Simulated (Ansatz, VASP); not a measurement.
ZnAu: VASP beside Ansatz

```
CELL_PARAMETERS angstrom
3.18586 0.00000 0.00000
0.00000 3.18586 0.00000
0.00000 0.00000 3.18586
ATOMIC_POSITIONS crystal
Zn 0.50000 0.50000 0.50000
Au 0.00000 0.00000 0.00000
```

Alike in both runs: functional PBE; k mesh 10 × 10 × 10; occupations fermi-dirac, width 0.1 eV; no spin polarisation.

Ansatz relaxed the structure, and its values are those at the end. VASP's run is a single point on that final structure, the one shown.

```csv
,VASP,Ansatz
version,VASP 6.6.1,Ansatz 0.2.0
potentials or method,"VASP PAW PBE potentials, release 64 (Zn, Au), cutoff 520 eV",PAW plane waves
valence electrons in the cell,23,31
```

|  | VASP | Ansatz | Ansatz less VASP |
| --- | --- | --- | --- |
| gap on the k mesh at the Fermi level (eV) | none | none | - |
| pressure (GPa) | 0.0 | 0.0 | -0.05 |

A gap of «none» marks a metal or a gap that the smearing closes. VASP's potentials hold 23 valence electrons a cell and Ansatz's 31, so a difference there can come from the potentials and not from the codes.

Spin-orbit coupling is off throughout.
